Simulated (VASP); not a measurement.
Set up this calculation in VASP 6.6.1, as the native input.

| Property | Result |
| --- | --- |
| Task | single point |
| Functional | r2SCAN |
| Potentials or basis | VASP PAW PBE potentials, release 64 (C) |
| Cutoff | 520 eV |
| k mesh | 12 × 12 × 3 |
| Occupations | gaussian, width 0.05 eV |
| Spin | no spin polarisation |
| Dipole correction | no |
| Further INCAR settings | ALGO = Normal; EDIFF = 1e-06; NBANDS = 21 |

C:

```
CELL_PARAMETERS angstrom
-2.12684 1.22795 0.01101
-2.12684 -1.22795 0.01101
-2.77277 0.00000 10.61987
ATOMIC_POSITIONS crystal
C 0.61110 0.61110 0.83335
C 0.38888 0.38888 0.16669
C 0.49999 0.49999 0.50002
C 0.05555 0.05555 0.16668
C 0.16666 0.16666 0.50001
C 0.27777 0.27777 0.83335
```

This cell differs from its parent crystal: layers slid over each other.

These files were run (other wordings do the same):

POSCAR

```
C
1.0
   -2.1268362731      1.2279462884      0.0110113261
   -2.1268362731     -1.2279462884      0.0110113261
   -2.7727702027      0.0000000000     10.6198672264
C
6
Direct
   -0.3889014966     -0.3889014966      0.8333543263
    0.3888762812      0.3888762812      0.1666876596
    0.4999873923      0.4999873923      0.5000209930
    0.0555459410      0.0555459410      0.1666790070
    0.1666570521      0.1666570521      0.5000123404
    0.2777681632      0.2777681632      0.8333456737
```

INCAR.step1

```
SYSTEM = C
PREC = Accurate ; ENCUT = 520
ISMEAR = 0 ; SIGMA = 0.05
LREAL = .FALSE. ; LASPH = .TRUE.
NELM = 80 ; NBANDS = 21
GGA = PE ; ALGO = Normal
EDIFF = 1E-4 ; LWAVE = .TRUE.
LCHARG = .FALSE.
```

INCAR.step2

```
SYSTEM = C
PREC = Accurate ; ENCUT = 520
EDIFF = 1E-6 ; ISMEAR = 0
SIGMA = 0.05 ; LREAL = .FALSE.
LASPH = .TRUE. ; NELM = 80
ALGO = Normal ; ISIF = 2
LWAVE = .FALSE. ; LCHARG = .TRUE.
METAGGA = R2SCAN ; LMIXTAU = .TRUE.
LELF = .TRUE. ; LVHAR = .TRUE.
NBANDS = 21 ; ISTART = 1
```

KPOINTS

```
Automatic mesh
0
G
  12 12 3
  0 0 0
```

Potentials or basis: VASP PAW PBE potentials, release 64 (C).

The run is started by

```bash
$ cat potpaw_PBE.64/C/POTCAR > POTCAR
$ cp INCAR.step1 INCAR
$ mpirun -np 1 vasp_std > vasp.out
$ cp INCAR.step2 INCAR
$ mpirun -np 1 vasp_std > vasp.out
```

Results of the run:

```json
{"Pressure": "0.7 GPa", "Largest force": "0.025 eV/Å"}
```

Caveat: the cell differs from its parent crystal (layers slid over each other); the PAW data sets were made with another functional, which shifts forces and pressure a little.

Wall time 7.9 min on 1 thread of Intel(R) Xeon(R) Platinum 8375C CPU @ 2.90GHz (Ice Lake), with other jobs on the host, peak memory 0.22 GiB.
